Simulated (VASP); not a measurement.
# CuO (P1) in VASP: a series of runs, part 3 of 3

VASP 6.6.1.

## (4) Single point, PBE (volume scaled by 0.98)

INCAR reads:

```
ALGO = Normal ; EDIFF = 1E-6
ENCUT = 520 ; GGA = PE
ISIF = 2 ; ISMEAR = -1
LASPH = True ; LCHARG = False
LREAL = False ; LWAVE = False
NBANDS = 16 ; NELM = 100
PREC = Accurate ; SIGMA = 0.05
```

KPOINTS reads:

```
k-points
0
Gamma
  11 11 11
```

POSCAR reads:

```
CuO
1.0
    0.0000000000      2.1023544713      2.1023544713
    2.1023544713      0.0000000000      2.1023544713
    2.1023544713      2.1023544713      0.0000000000
Cu O
1 1
Direct
    0.0294977200      0.0281008700      0.9080259900
    0.4705022800      0.4718991300      0.5919740100
```

Potentials or basis: VASP PAW PBE potentials, release 64 (Cu, O).

Command:

```sh
> cat potpaw_PBE.64/Cu/POTCAR potpaw_PBE.64/O/POTCAR > POTCAR
> mpirun -np 1 vasp_std > vasp.out
```

OUTCAR:

```text
EDIFF = 1E-6
   ENCUT = 520
   GGA = PE
   ISIF = 2
   ISMEAR = -1
   LASPH = True
   LREAL = False
   NELM = 100
   PREC = Accurate

 ion  position               nearest neighbor table
   1  0.029  0.028  0.908-   2 1.87   2 1.87   2 1.90   2 2.37
   2  0.471  0.472  0.592-   1 1.87   1 1.87   1 1.90   1 2.37

  LATTYP: Found a face centered cubic cell.
 ALAT       =     4.2047089426

  Lattice vectors:

 A1 = (   0.0000000000,   2.1023544713,   2.1023544713)
 A2 = (   2.1023544713,   0.0000000000,   2.1023544713)
 A3 = (   2.1023544713,   2.1023544713,   0.0000000000)

Analysis of symmetry for initial positions (statically):
=====================================================================
 Subroutine PRICEL returns:
 Original cell was already a primitive cell.

 Routine SETGRP: Setting up the symmetry group for a
 face centered cubic supercell.

 Subroutine GETGRP returns: Found  1 space group operations
 (whereof  1 operations were pure point group operations)
 out of a pool of 48 trial point group operations.

The static configuration has the point symmetry C_1 .

Analysis of symmetry for dynamics (positions and initial velocities):
=====================================================================
 Subroutine PRICEL returns:
 Original cell was already a primitive cell.

 Routine SETGRP: Setting up the symmetry group for a
 face centered cubic supercell.

 Subroutine GETGRP returns: Found  1 space group operations
 (whereof  1 operations were pure point group operations)
 out of a pool of 48 trial point group operations.

The dynamic configuration has the point symmetry C_1 .

 Subroutine INISYM returns: Found  1 space group operations
 (whereof  1 operations are pure point group operations),
 and found     1 'primitive' translations

----------------------------------------------------------------------------------------

                                     Primitive cell

  volume of cell :      18.5844

  direct lattice vectors                    reciprocal lattice vectors
     0.000000000  2.102354471  2.102354471    -0.237828590  0.237828590  0.237828590
     2.102354471  0.000000000  2.102354471     0.237828590 -0.237828590  0.237828590
     2.102354471  2.102354471  0.000000000     0.237828590  0.237828590 -0.237828590

  length of vectors
     2.973178206  2.973178206  2.973178206     0.411931202  0.411931202  0.411931202

  position of ions in fractional coordinates (direct lattice)
     0.029497720  0.028100870  0.908025990
     0.470502280  0.471899130  0.591974010

  ion indices of the primitive-cell ions
   primitive index   ion index
                 1           1
                 2           2

----------------------------------------------------------------------------------------

 KPOINTS: k-points

Automatic generation of k-mesh.
 Grid dimensions read from file:
 generate k-points for:   11   11   11

 Generating k-lattice:

  Cartesian coordinates                     Fractional coordinates (reciprocal lattice)
    -0.021620781  0.021620781  0.021620781     0.090909091  0.000000000  0.000000000
     0.021620781 -0.021620781  0.021620781     0.000000000  0.090909091  0.000000000
     0.021620781  0.021620781 -0.021620781     0.000000000  0.000000000  0.090909091

  Length of vectors
     0.037448291  0.037448291  0.037448291

  Shift w.r.t. Gamma in fractional coordinates (k-lattice)
     0.000000000  0.000000000  0.000000000

 Subroutine IBZKPT returns following result:
 ===========================================

 Found    666 irreducible k-points:

 Following reciprocal coordinates:
            Coordinates               Weight
  0.000000  0.000000  0.000000      1.000000
  0.090909  0.000000  0.000000      2.000000
  0.000000  0.090909  0.000000      2.000000
  0.000000  0.000000  0.090909      2.000000
  0.090909  0.090909  0.090909      2.000000
  0.181818  0.000000  0.000000      2.000000
[... 16 lines left out ...]
  0.000000  0.090909  0.090909      2.000000
  0.090909  0.000000  0.090909      2.000000
 [... further k-points ...]
   k-points           NKPTS =    666   k-points in BZ     NKDIM =    666   number of bands    NBANDS=     16
   number of dos      NEDOS =    301   number of ions     NIONS =      2
   total plane-waves  NPLWV =  13824
   dimension x,y,z NGX =    24 NGY =   24 NGZ =   24
   dimension x,y,z NGXF=    48 NGYF=   48 NGZF=   48
   ions per type =               1   1
   NGX,Y,Z   is equivalent  to a cutoff of  13.42, 13.42, 13.42 a.u.
   NGXF,Y,Z  is equivalent  to a cutoff of  26.84, 26.84, 26.84 a.u.
 SYSTEM =  unknown system
   PREC   = accura    normal or accurate (medium, high low for compatibility)
   ISTART =      0    job   : 0-new  1-cont  2-samecut
   ICHARG =      2    charge: 1-file 2-atom 10-const
   ISPIN  =      1    spin polarized calculation?
   LNONCOLLINEAR =      F non collinear calculations
   LSORBIT =      F    spin-orbit coupling
   LASPH  =      T    aspherical Exc in radial PAW
   ENCUT  =  520.0 eV  38.22 Ry    6.18 a.u.   5.53  5.53  5.53*2*pi/ulx,y,z
   NELM   =    100;   NELMIN=  2; NELMDL= -5     # of ELM steps
   EDIFF  = 0.1E-05   stopping-criterion for ELM
   LREAL  =      F    real-space projection
   EDIFFG = 0.1E-04   stopping-criterion for IOM
   NSW    =      0    number of steps for IOM
   IBRION =     -1    ionic relax: 0-MD 1-quasi-New 2-CG
   NFREE  =      0    steps in history (QN), initial steepest desc. (CG)
   ISIF   =      2    stress and relaxation
   ISYM   =      2    0-nonsym 1-usesym 2-fastsym
   POTIM  = 0.5000    time-step for ionic-motion
   TEBEG  =    0.0;   TEEND  =   0.0 temperature during run
   PSTRESS=    0.0 pullay stress
   NELECT =      17.0000    total number of electrons
   NUPDOWN=      -1.0000    fix difference up-down
   EMIN   =  10.00;   EMAX   =-10.00  energy-range for DOS
   EFERMI =   0.00;   METHOD = LEGACY
   ISMEAR =    -1;   SIGMA  =   0.05  broadening in eV -4-tet -1-fermi 0-gaus
   EFERMI_NEDOS =   21; number of points for ismear=-14 and -15
   IALGO  =     38    algorithm
   IMIX   =      4    mixing-type and parameters
     AMIX     =   0.40;   BMIX     =  1.00
     AMIX_MAG =   1.60;   BMIX_MAG =  1.00
  volume/ion in A,a.u.               =       9.29        62.71
  Fermi-wavevector in a.u.,A,eV,Ry     =   1.589188  3.003129 34.361753  2.525518
  Thomas-Fermi vector in A             =   2.688076
   LORBIT       =      0    0 simple, 1 ext, 2 COOP (PROOUT), +10 PAW based schemes
   GGA     = PE    functional components
[... 5 lines left out ...]
 non-spin polarized calculation
  energy-cutoff  :      520.00
  volume of cell :       18.58
 maximum number of plane-waves:       531
 NGX is ok and might be reduce to    24
   NGX = 11   NGY = 11   NGZ = 11

 number of electron      17.0000004 magnetization

 Free energy of the ion-electron system (eV)
  ---------------------------------------------------
  ext. energy  EPLUGINS =         0.00000000
  ---------------------------------------------------
  free energy    TOTEN  =        -9.06284035 eV

  energy without entropy =       -9.04272978  energy(sigma->0) =       -9.05278506

 E-fermi :   6.4714     XC(G=0): -12.4811

 val. band max:        6.4701050121   @ k =  -0.1818   0.0909  -0.0909
 cond. band min:       6.4815655349   @ k =   0.2727   0.2727  -0.2727
 fundamental gap:      0.0114605228
 Fermi energy:         6.4714030130

 k-point     1 :       0.0000    0.0000    0.0000
  band No.  band energies     occupation
      1     -13.4341      2.00000
      2       1.7807      2.00000
      3       1.8363      2.00000
      4       2.4861      2.00000
      5       3.8942      2.00000
      6       3.9296      2.00000
[... 8 lines left out ...]
     15      28.7074      0.00000
     16      28.7409      0.00000

 k-point     2 :       0.0909    0.0000    0.0000
  band No.  band energies     occupation
      1     -13.3479      2.00000
      2       1.4527      2.00000
      3       1.7836      2.00000
      4       2.6225      2.00000
      5       3.8762      2.00000
      6       3.9067      2.00000
[... 8 lines left out ...]
     15      28.0164      0.00000
     16      28.4761      0.00000
[... 387 lines left out ...]
      5       3.8534      2.00000
      6       3.9719      2.00000
[... 8 lines left out ...]
     15      28.2485      0.00000
     16      29.9529      0.00000

 k-point    24 :       0.0909    0.0000    0.0909
  band No.  band energies     occupation
      1     -13.3205      2.00000
      2       1.4031      2.00000
      3       1.7885      2.00000
      4       2.5042      2.00000
      5       3.8589      2.00000
      6       3.9667      2.00000
[... 8 lines left out ...]
     15      28.2532      0.00000
     16      29.9495      0.00000

 [... further k-points ...]
[... 5 lines left out ...]
  --------------------------------------------------------------------------------------
  -------------------------------------------------------------------------------------
  Total        2.9983667      2.8859272      2.5274724     -0.6212748      0.4956004      0.5222739
  in kB      258.4922338    248.7987115    217.8959614    -53.5607277     42.7262102     45.0257669
  external PRESSURE =     241.7289689 kB  Pullay stress =       0.0000000 kB

 VOLUME and BASIS-vectors are now :
 -----------------------------------------------------------------------------
  energy-cutoff  :      520.00
  volume of cell :       18.58
      direct lattice vectors                 reciprocal lattice vectors
     0.000000000  2.102354471  2.102354471    -0.237828590  0.237828590  0.237828590
     2.102354471  0.000000000  2.102354471     0.237828590 -0.237828590  0.237828590
     2.102354471  2.102354471  0.000000000     0.237828590  0.237828590 -0.237828590

 POSITION                                       TOTAL-FORCE (eV/Angst)
 -----------------------------------------------------------------------------------
      1.96807      1.97101      0.12109         0.779154      0.715265     -0.521644
      2.23664      2.23370      1.98126        -0.779154     -0.715265      0.521644
 -----------------------------------------------------------------------------------
    total drift:                                0.000115     -0.000094      0.000891

  FREE ENERGIE OF THE ION-ELECTRON SYSTEM (eV)
  ---------------------------------------------------
  free  energy   TOTEN  =        -9.0628403459 eV

  energy  without entropy=       -9.0427297795  energy(sigma->0) =       -9.05278506
```

OSZICAR:

```text
N       E                     dE             d eps       ncg     rms          rms(c)
DAV:   1     0.856426277828E+02    0.85643E+02   -0.76835E+03 23224   0.165E+03
DAV:   2    -0.758360993989E+01   -0.93226E+02   -0.83406E+02 22592   0.286E+02
DAV:   3    -0.120267670224E+02   -0.44432E+01   -0.42449E+01 26816   0.630E+01
DAV:   4    -0.120701112086E+02   -0.43344E-01   -0.43327E-01 24352   0.602E+00
DAV:   5    -0.120707309264E+02   -0.61972E-03   -0.61971E-03 28848   0.755E-01    0.116E+01
DAV:   6    -0.105183935917E+02    0.15523E+01   -0.11937E+01 27152   0.114E+02    0.879E+00
DAV:   7    -0.910330250989E+01    0.14151E+01   -0.40801E+00 26728   0.867E+01    0.180E+00
DAV:   8    -0.908753601455E+01    0.15766E-01   -0.26708E-01 31424   0.619E+00    0.111E+00
DAV:   9    -0.906401340341E+01    0.23523E-01   -0.24099E-02 35656   0.551E+00    0.327E-01
DAV:  10    -0.906283300030E+01    0.11804E-02   -0.47457E-03 33056   0.173E+00    0.130E-01
DAV:  11    -0.906282199438E+01    0.11006E-04   -0.77350E-04 32872   0.549E-01    0.405E-02
DAV:  12    -0.906283774815E+01   -0.15754E-04   -0.51110E-05 34224   0.234E-01    0.218E-02
DAV:  13    -0.906284048360E+01   -0.27354E-05   -0.19299E-05 33904   0.670E-02    0.346E-03
DAV:  14    -0.906284034594E+01    0.13766E-06   -0.29474E-07 15480   0.897E-03
   1 F= -.90628403E+01 E0= -.90527851E+01  d E =-.201106E-01
```

Wall time 2.4 min (1 thread of Intel Xeon 6975P-C, shared host); peak memory 0.31 GiB.

Results:

* Free energy: -9.0628 eV
* Pressure: 24.2 GPa
* Largest force: 1.179 eV/Å

Forces in eV/Å, atoms in the order of the input:
```
Cu   0.779  0.715 -0.522
O   -0.779 -0.715  0.522
```

Caveat: the cell differs from its parent crystal (volume scaled by 0.98); an odd number of electrons without spin polarisation forces a metal; a magnetic or distorted state may lie lower; semilocal functionals often make such compounds metallic where correlation or magnetic order opens a gap, which also shifts bond lengths.

## (5) Single point, PBE

This run uses another cell than the first one, of 9.48 Å³/atom, 1.064 times its volume.

INCAR reads:

```
ALGO = Normal ; EDIFF = 1E-6
ENCUT = 520 ; GGA = PE
ISIF = 2 ; ISMEAR = -1
LASPH = T ; LCHARG = F
LREAL = F ; LWAVE = F
NBANDS = 16 ; NELM = 100
PREC = Accurate ; SIGMA = 0.05
```

KPOINTS is that of step 4.

POSCAR reads:

```
CuO
1.0
    0.0000000000      2.1165600000      2.1165600000
    2.1165600000      0.0000000000      2.1165600000
    2.1165600000      2.1165600000      0.0000000000
Cu O
1 1
Direct
    0.0294977200      0.0281008700      0.9080259900
    0.4705022800      0.4718991300      0.5919740100
```

Command:

```sh
> cat potpaw_PBE.64/Cu/POTCAR potpaw_PBE.64/O/POTCAR > POTCAR
> mpirun -np 1 vasp_std > vasp.out
```

Run time: 2.4 min. Hardware: 1 thread of Intel Xeon 6975P-C, shared host; peak memory 0.31 GiB.

Results (log left out):

```yaml
Free_energy: -9.1147 eV
Pressure: 19.2 GPa
Largest_force: 1.023 eV/Å
```

Forces on the atoms (eV/Å):
```
Cu   0.680  0.622 -0.445
O   -0.680 -0.622  0.445
```

Stress tensor (GPa, compression positive):
```
20.71 -4.59  3.83
-4.59 19.82  3.62
 3.83  3.62 16.98
```

Levels at points of the mesh, in eV from the Fermi level:
```tsv
k point	band 5	band 6	band 7	band 8	band 9	band 10	band 11	band 12	band 13	band 14
(0.00, 0.00, 0.00)	-2.51	-2.47	-0.53	-0.23	-0.19	1.50	16.93	18.13	18.25	18.90
```

Caveat: an odd number of electrons without spin polarisation forces a metal; a magnetic or distorted state may lie lower; semilocal functionals often make such compounds metallic where correlation or magnetic order opens a gap, which also shifts bond lengths.

## (6) Single point, PBE (volume scaled by 1.02)

INCAR reads:

```
SYSTEM = CuO
ALGO     = Normal         ! electronic algorithm
EDIFF    = 1E-6           ! SCF threshold, eV
ENCUT    = 520            ! plane-wave cutoff, eV
GGA      = PE             ! functional
ISIF     = 2              ! what is computed and relaxed
ISMEAR   = -1             ! smearing method
LASPH    = .TRUE.         ! aspherical terms in the spheres
LCHARG   = .TRUE.         ! write CHGCAR
LELF     = .TRUE.         ! ELF
LREAL    = .FALSE.        ! projectors in reciprocal space
LVHAR    = .TRUE.       
LWAVE    = .FALSE.        ! write WAVECAR
NBANDS   = 16             ! bands
NELM     = 100            ! most SCF steps
PREC     = Accurate       ! precision mode
SIGMA    = 0.05           ! smearing width, eV
```

KPOINTS reads:

```
k-points
0
G
  11 11 11
  0 0 0
```

POSCAR reads:

```
CuO
1.0
    0.0000000000      2.1305773621      2.1305773621
    2.1305773621      0.0000000000      2.1305773621
    2.1305773621      2.1305773621      0.0000000000
Cu O
1 1
Direct
    0.0294977200      0.0281008700      0.9080259900
    0.4705022800      0.4718991300      0.5919740100
```

Potentials or basis: VASP PAW PBE potentials, release 64 (Cu, O).

Command:

```sh
> cat potpaw_PBE.64/Cu/POTCAR potpaw_PBE.64/O/POTCAR > POTCAR
> mpirun -np 1 vasp_std > vasp.out
```

It took 2.7 min on 1 thread of Intel Xeon 6975P-C, shared host; peak memory 0.31 GiB.

It converged, with:

- Free energy: -9.1553 eV
- Pressure: 14.7 GPa
- Largest force: 0.878 eV/Å

Forces on the atoms (eV/Å):
```
Cu   0.588  0.534 -0.374
O   -0.588 -0.534  0.374
```

Stress tensor (GPa, compression positive):
```
16.07 -3.90  3.21
-3.90 15.26  3.03
 3.21  3.03 12.65
```

Levels at points of the mesh, in eV from the Fermi level:
```csv
k point,band 6,band 7,band 8,band 9,band 10,band 11,band 12,band 13
"(0.00, 0.00, 0.00)",-2.41,-0.51,-0.22,-0.18,1.42,16.85,17.99,18.11
```

Caveat: the cell differs from its parent crystal (volume scaled by 1.02); an odd number of electrons without spin polarisation forces a metal; a magnetic or distorted state may lie lower; semilocal functionals often make such compounds metallic where correlation or magnetic order opens a gap, which also shifts bond lengths.

## (7) Summary

| cell | gap on the mesh (eV) | pressure (GPa) | largest force (eV/Å) |
| --- | --- | --- | --- |
| a = 2.932 Å, angles 60.0°, 2 atoms | none | 35.9 | 1.53 |
| a = 2.953 Å, angles 60.0°, 2 atoms | none | 29.8 | 1.35 |
| a = 2.973 Å, angles 60.0°, 2 atoms | none | 24.2 | 1.18 |
| a = 2.993 Å, angles 60.0°, 2 atoms | none | 19.2 | 1.02 |
| a = 3.013 Å, angles 60.0°, 2 atoms | none | 14.7 | 0.88 |

Alike in all rows: task single point; level PBE; potentials or basis VASP PAW PBE potentials, release 64 (Cu, O); no spin polarisation; k mesh 11 × 11 × 11; cutoff (eV) 520; smearing fermi-dirac 0.05 eV.

Caveats: an odd number of electrons without spin polarisation forces a metal; a magnetic or distorted state may lie lower; semilocal functionals often make such compounds metallic where correlation or magnetic order opens a gap, which also shifts bond lengths.

Absolute energies hang on the potentials; compare differences alone.
